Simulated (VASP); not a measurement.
# SnO2 (rutile type) (P4_2/mnm) in VASP: further runs, part 2 of 2

VASP 6.6.1. Earlier steps stand in the parts before.

## 4. Single point, PBEsol (12.17 Å³/atom)

This run uses another cell than the first one, of 12.17 Å³/atom.

File INCAR:

```
SYSTEM = SnO2
PREC = Accurate ; ENCUT = 520
EDIFF = 1E-7 ; ISMEAR = -1
SIGMA = 0.1 ; LREAL = .FALSE.
LASPH = .TRUE. ; NELM = 100
ALGO = Normal ; ISIF = 2
LWAVE = .FALSE. ; LCHARG = .FALSE.
GGA = PS ; NBANDS = 35
```

File KPOINTS:

```
regular mesh
0
G
  8 8 11
  0 0 0
```

File POSCAR:

```
SnO2
1.0
    4.7688827491      0.0000000000      0.0000000000
    0.0000000000      4.7688827491      0.0000000000
    0.0000000000      0.0000000000      3.2120477607
Sn O
2 4
Direct
    0.0000000000      0.0000000000      0.0000000000
    0.5000000000      0.5000000000      0.5000000000
    0.3062733669      0.3062733669      0.0000000000
    0.6937266331      0.6937266331      0.0000000000
    0.8062733669      0.1937266331      0.5000000000
    0.1937266331      0.8062733669      0.5000000000
```

Potentials or basis: VASP PAW PBE potentials, release 64 (Sn_d, O).

Started as:

```bash
cat potpaw_PBE.64/Sn_d/POTCAR potpaw_PBE.64/O/POTCAR > POTCAR
mpirun -np 1 vasp_std > vasp.out
```

OUTCAR:

```text
SYSTEM = SnO2
   PREC = Accurate
   ENCUT = 520
   EDIFF = 1E-7
   ISMEAR = -1
   LREAL = .FALSE.
   LASPH = .TRUE.
   NELM = 100
   ISIF = 2
   GGA = PS

 ion  position               nearest neighbor table
   1  0.000  0.000  0.000-   3 2.07   4 2.07   5 2.07   6 2.07   5 2.07   6 2.07   2 3.74   2 3.74
                             2 3.74   2 3.74   2 3.74   2 3.74   2 3.74   2 3.74
   2  0.500  0.500  0.500-   5 2.07   6 2.07   3 2.07   4 2.07   3 2.07   4 2.07   1 3.74   1 3.74
                             1 3.74   1 3.74   1 3.74   1 3.74   1 3.74   1 3.74
   3  0.306  0.306  0.000-   1 2.07   2 2.07   2 2.07
   4  0.694  0.694  0.000-   1 2.07   2 2.07   2 2.07
   5  0.806  0.194  0.500-   2 2.07   1 2.07   1 2.07
   6  0.194  0.806  0.500-   2 2.07   1 2.07   1 2.07

  LATTYP: Found a simple tetragonal cell.
 ALAT       =     4.7688827491
 C/A-ratio  =     0.6735430351

  Lattice vectors:

 A1 = (   4.7688827491,   0.0000000000,   0.0000000000)
 A2 = (   0.0000000000,   4.7688827491,   0.0000000000)
 A3 = (   0.0000000000,   0.0000000000,   3.2120477607)

Analysis of symmetry for initial positions (statically):
=====================================================================
 Subroutine PRICEL returns:
 Original cell was already a primitive cell.

 Routine SETGRP: Setting up the symmetry group for a
 simple tetragonal supercell.

 Subroutine GETGRP returns: Found 16 space group operations
 (whereof  8 operations were pure point group operations)
 out of a pool of 16 trial point group operations.

The static configuration has the point symmetry D_2h.
 The point group associated with its full space group is D_4h.

Analysis of symmetry for dynamics (positions and initial velocities):
=====================================================================
 Subroutine PRICEL returns:
 Original cell was already a primitive cell.

 Routine SETGRP: Setting up the symmetry group for a
 simple tetragonal supercell.

 Subroutine GETGRP returns: Found 16 space group operations
[... 135 lines left out ...]
  Thomas-Fermi vector in A             =   2.578038
   LORBIT       =      0    0 simple, 1 ext, 2 COOP (PROOUT), +10 PAW based schemes
   GGA     = PS    functional components
   LHFCALC =     F    Hartree Fock is set to
   AEXX    =    0.0000 exact exchange contribution
   IVDW    =     0    specifies the selected vdW correction
   LEPSILON=     F    determine dielectric tensor
   LRPA    =     F    only Hartree local field effects (RPA)
 non-spin polarized calculation
  energy-cutoff  :      520.00
  volume of cell :       73.05
 maximum number of plane-waves:      2004
 NGX is ok and might be reduce to    36
   NGX = 17   NGY = 17   NGZ = 11

 number of electron      52.0000008 magnetization

 Free energy of the ion-electron system (eV)
  ---------------------------------------------------
  ext. energy  EPLUGINS =         0.00000000
  ---------------------------------------------------
  free energy    TOTEN  =       -39.66999272 eV

  energy without entropy =      -39.66985210  energy(sigma->0) =      -39.66992241

 E-fermi :   6.3595     XC(G=0): -11.4259

 val. band max:        5.7769545718   @ k =   0.0000   0.0000   0.0000
 cond. band min:       6.6915620855   @ k =   0.0000   0.0000   0.0000
 fundamental gap:      0.9146075137
 Fermi energy:         6.3594810623

 k-point     1 :       0.0000    0.0000    0.0000
  band No.  band energies     occupation
      1     -15.2263      2.00000
      2     -14.4765      2.00000
      3     -14.2328      2.00000
      4     -14.2076      2.00000
      5     -14.2076      2.00000
      6     -14.1388      2.00000
[... 901 lines left out ...]
     34      17.8871      0.00000
     35      18.0026      0.00000

 [... further k-points ...]

------------------------ aborting loop because EDIFF is reached ----------------------------------------

  FORCE on cell =-STRESS in cart. coord.  units (eV):
  Direction    XX          YY          ZZ          XY          YZ          ZX
  --------------------------------------------------------------------------------------
  -------------------------------------------------------------------------------------
  Total        0.2601089      0.2601089      0.4009801      0.0000000      0.0000000      0.0000000
  in kB        5.7049331      5.7049331      8.7946412      0.0000000      0.0000000      0.0000000
  external PRESSURE =       6.7348358 kB  Pullay stress =       0.0000000 kB

 VOLUME and BASIS-vectors are now :
 -----------------------------------------------------------------------------
  energy-cutoff  :      520.00
  volume of cell :       73.05
      direct lattice vectors                 reciprocal lattice vectors
     4.768882749  0.000000000  0.000000000     0.209692721  0.000000000  0.000000000
     0.000000000  4.768882749  0.000000000     0.000000000  0.209692721  0.000000000
     0.000000000  0.000000000  3.212047761     0.000000000  0.000000000  0.311327874

 POSITION                                       TOTAL-FORCE (eV/Angst)
 -----------------------------------------------------------------------------------
      0.00000      0.00000      0.00000         0.000000      0.000000      0.000000
      2.38444      2.38444      1.60602         0.000000      0.000000      0.000000
      1.46058      1.46058      0.00000        -0.010685     -0.010685      0.000000
      3.30830      3.30830      0.00000         0.010685      0.010685      0.000000
      3.84502      0.92386      1.60602        -0.010685      0.010685      0.000000
      0.92386      3.84502      1.60602         0.010685     -0.010685      0.000000
 -----------------------------------------------------------------------------------
    total drift:                                0.000000      0.000000      0.000000

  FREE ENERGIE OF THE ION-ELECTRON SYSTEM (eV)
  ---------------------------------------------------
  free  energy   TOTEN  =       -39.6699927210 eV

  energy  without entropy=      -39.6698521034  energy(sigma->0) =      -39.66992241
```

OSZICAR:

```text
N       E                     dE             d eps       ncg     rms          rms(c)
DAV:   1     0.629728825851E+03    0.62973E+03   -0.25637E+04  7016   0.230E+03
DAV:   2     0.556982553689E+02   -0.57403E+03   -0.54152E+03  6812   0.610E+02
DAV:   3    -0.400604911416E+02   -0.95759E+02   -0.93854E+02  6878   0.207E+02
DAV:   4    -0.450026725525E+02   -0.49422E+01   -0.49061E+01  7940   0.507E+01
DAV:   5    -0.451310104205E+02   -0.12834E+00   -0.12816E+00  7850   0.864E+00    0.149E+01
DAV:   6    -0.396695678716E+02    0.54614E+01   -0.15073E+01  9990   0.617E+01    0.606E+00
DAV:   7    -0.397252456631E+02   -0.55678E-01   -0.17577E+00  7305   0.734E+00    0.314E+00
DAV:   8    -0.396795940609E+02    0.45652E-01   -0.17746E-01  9504   0.375E+00    0.690E-01
DAV:   9    -0.396694868207E+02    0.10107E-01   -0.30587E-02 10238   0.289E+00    0.120E-01
DAV:  10    -0.396699465240E+02   -0.45970E-03   -0.35173E-03  8415   0.500E-01    0.449E-02
DAV:  11    -0.396699939267E+02   -0.47403E-04   -0.13339E-04  9481   0.903E-02    0.191E-02
DAV:  12    -0.396699948511E+02   -0.92435E-06   -0.89121E-06  9598   0.242E-02    0.116E-02
DAV:  13    -0.396699926240E+02    0.22271E-05   -0.80281E-06  9096   0.389E-02    0.255E-03
DAV:  14    -0.396699927210E+02   -0.96948E-07   -0.58863E-07  7479   0.656E-03
   1 F= -.39669993E+02 E0= -.39669922E+02  d E =-.140618E-03
```

stdout:

```text
POSCAR found type information on POSCAR SnO
 POSCAR found :  2 types and       6 ions
 scaLAPACK will be used
 -----------------------------------------------------------------------------
|                                                                             |
|                                                                             |
|     You enforced a specific xc type in the INCAR file but a different       |
|     I HOPE YOU KNOW WHAT YOU ARE DOING!                                     |
|                                                                             |
 -----------------------------------------------------------------------------

 LDA part: xc-table for (Slater+PW92), standard interpolation
 POSCAR, INCAR and KPOINTS ok, starting setup
 FFT: planning ... GRIDC
 FFT: planning ... GRID_SOFT
 FFT: planning ... GRID
 WAVECAR not read
 entering main loop
```

Run time: 1.7 min. Hardware: 1 thread of Intel Xeon Platinum 8488C (Sapphire Rapids), shared host; peak memory 0.29 GiB.

Results:

```
Free energy            : -39.6700 eV
Pressure               : 0.7 GPa
Largest force          : 0.015 eV/Å
Band gap on the k mesh : 0.91 eV
```

Forces in eV/Å, atoms in the order of the input:
```
Sn   0.000  0.000  0.000
Sn   0.000  0.000  0.000
O   -0.011 -0.011  0.000
O    0.011  0.011  0.000
O   -0.011  0.011  0.000
O    0.011 -0.011  0.000
```

Caveat: the PAW data sets were made with another functional, which shifts forces and pressure a little; spin-orbit coupling is left out, which moves the levels of the heavy elements.
